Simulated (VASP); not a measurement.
Input of a VASP 6.6.1 run:

File INCAR:

```
SYSTEM = BN
PREC = Accurate
ENCUT = 520
EDIFF = 1E-7
ISMEAR = 0
SIGMA = 0.05
LREAL = .FALSE.
LASPH = .TRUE.
NELM = 60
ALGO = Normal
ISIF = 2
LWAVE = .FALSE.
LCHARG = .FALSE.
GGA = PE
NBANDS = 11
```

The input KPOINTS:

```
regular mesh
0
G
  12 12 12
  0 0 0
```

The input POSCAR:

```
BN
1.0
   -0.1359295336      1.8758275630      1.8123937807
    1.8123937807     -0.1359295336      1.8123937807
    1.6764642471      1.7398980295      0.0000000000
B N
1 1
Direct
    0.0000000000      0.0000000000      0.0000000000
    0.7500000000      0.7500000000      0.7500000000
```

Potentials or basis: VASP PAW PBE potentials, release 64 (B, N).

Command:

```bash
$ cat potpaw_PBE.64/B/POTCAR potpaw_PBE.64/N/POTCAR > POTCAR
$ mpirun -np 1 vasp_std > vasp.out
```

Q: Estimate the band gap on the k mesh.

A: 3.00 eV, indirect (least direct gap 6.03 eV).

Q: Predict the pressure.

A: -2.6 GPa.

Forces in eV/Å, atoms in the order of the input:
```
B    0.000  0.000  0.046
N    0.000  0.000 -0.046
```

Caveat: the cell differs from its parent crystal (engineering shear strain xz -0.1500, normal strain along z +0.0350). A k mesh can miss the band edges.
